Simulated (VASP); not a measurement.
## SnTe (rocksalt type): relaxation of cell and atoms with PBE

Crystal: SnTe (rocksalt type).

```xyz
2
Lattice="0.0000 3.0470 3.0470 3.0470 0.0000 3.0470 3.0470 3.0470 0.0000" Properties=species:S:1:pos:R:3 pbc="T T T"
Sn    0.0000    0.0000    0.0000
Te    3.0470    3.0470    3.0470
```

```yaml
Program: VASP 6.6.1
Task: relaxation of cell and atoms
Functional: PBE
Potentials_or_basis: VASP PAW PBE potentials, release 64 (Sn_d, Te)
Cutoff: 600 eV
k_mesh: 12 × 12 × 12
Occupations: fermi-dirac, width 0.1 eV
Spin: no spin polarisation
Target_pressure: 8.5 GPa
Dipole_correction: no
Further_INCAR_settings: ALGO = Normal; EDIFF = 1e-06; IBRION = 2; EDIFFG = -0.005; NSW = 60; ISIF = 3
```

```
Relaxed volume                                             : 28.30 Å³/atom
Relaxed cell                                               : a = 4.310 Å, b = 4.310 Å, c = 4.310 Å, α = 60.00°, β = 60.00°, γ = 60.00°
Space group after relaxing (to 0.1 Å)                      : Fm-3m (No. 225)
Energy change on relaxing (the run minimises the enthalpy) : -0.9 meV/atom
Ionic steps                                                : 3
Pressure after relaxing                                    : 8.5 GPa
Band gap on the k mesh                                     : 0.25 eV
```

Step by step:
| step | energy change (eV) | largest force (eV/Å) | pressure (GPa) | volume (Å³) |
| --- | --- | --- | --- | --- |
| 1 | 0.0000 | 0.0000 | 8.55 | 56.58 |
| 2 | -0.0035 | 0.0000 | 8.45 | 56.64 |
| 3 | -0.0017 | 0.0000 | 8.52 | 56.61 |

Final structure:
```cif
data_structure
_symmetry_space_group_name_H-M 'P 1'
_symmetry_Int_Tables_number 1
_cell_length_a 4.3099
_cell_length_b 4.3099
_cell_length_c 4.3099
_cell_angle_alpha 60.000
_cell_angle_beta 60.000
_cell_angle_gamma 60.000
_cell_volume 56.61
loop_
_atom_site_label
_atom_site_type_symbol
_atom_site_fract_x
_atom_site_fract_y
_atom_site_fract_z
_atom_site_occupancy
Sn1 Sn 0.00000 0.00000 0.00000 1
Te1 Te 0.50000 0.50000 0.50000 1
```

Levels at points of the mesh, in eV from the valence-band top:
```
           k point  band 8  band 9  band 10  band 11  band 12  band 13
(0.00, 0.00, 0.00)   -2.37   -2.37    -2.37     3.62     3.62     3.62
(0.50, 0.00, 0.00)   -2.01   -2.01     0.00     0.25     0.25     0.42
(0.50, 0.50, 0.00)   -6.27   -4.20    -4.20     1.81     5.49     5.49
```

It took 68 s on 1 thread of AMD EPYC 9R45 96-Core Processor (Zen 5) (shared host), peak memory 0.23 GiB.

Caveat: the cell is relaxed towards a set pressure, so the run minimises the enthalpy, not the energy; spin-orbit coupling is left out, which moves the levels of the heavy elements. A k mesh can miss the band edges.
